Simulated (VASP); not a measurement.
Write the native input for VASP 6.6.1 that does the following.

```
Task                   : single point
Functional             : LDA
Potentials or basis    : VASP PAW LDA potentials, release 64 (W_sv, C_h)
Cutoff                 : 910 eV
k mesh                 : 10 × 10 × 9
Occupations            : fermi-dirac, width 0.05 eV
Spin                   : no spin polarisation
Dipole correction      : no
Second run             : hard_potentials
Further INCAR settings : ALGO = Normal; EDIFF = 1e-06; NBANDS = 16
```

The structure of WC (Qusongite) lies in POSCAR:

```
WC
1.0
    2.8672181576      0.0000000000      0.0000000000
   -1.4336090788      2.4830837627      0.0000000000
    0.0000000000      0.0000000000      2.7982628680
W C
1 1
Direct
    0.0000000000      0.0000000000      0.0000000000
    0.6666666667      0.3333333333      0.5000000000
```

These files were run (other wordings do the same):

INCAR

```
SYSTEM = WC
PREC = Accurate
ENCUT = 910
EDIFF = 1E-6
ISMEAR = -1
SIGMA = 0.05
LREAL = .False.
LASPH = .True.
NELM = 120
ALGO = Normal
ISIF = 2
LWAVE = .False.
LCHARG = .False.
GGA = CA
NBANDS = 16
GGA_COMPAT = .False.
```

KPOINTS

```
Automatic mesh
0
Gamma
  10 10 9
  0 0 0
```

Potentials or basis: VASP PAW LDA potentials, release 64 (W_sv, C_h).

The run is started by

```bash
$ cat potpaw_LDA.64/W_sv/POTCAR potpaw_LDA.64/C_h/POTCAR > POTCAR
$ mpirun -np 1 vasp_std > vasp.out
```

It gave:

* Pressure: 10.1 GPa
* Band gap on the k mesh: zero (band 9 reaches 12.58 eV, above the bottom of band 10 at 11.29 eV)

Caveat: the cutoff is under 1.25 times the usual one of these potentials, so pressure, stress and relaxed cells hold a basis-set (Pulay) error; spin-orbit coupling is left out, which moves the levels of the heavy elements.

Wall time 27 s on 1 thread of AMD EPYC 7R43 64-Core Processor (Zen 3) (shared host), peak memory 0.15 GiB.
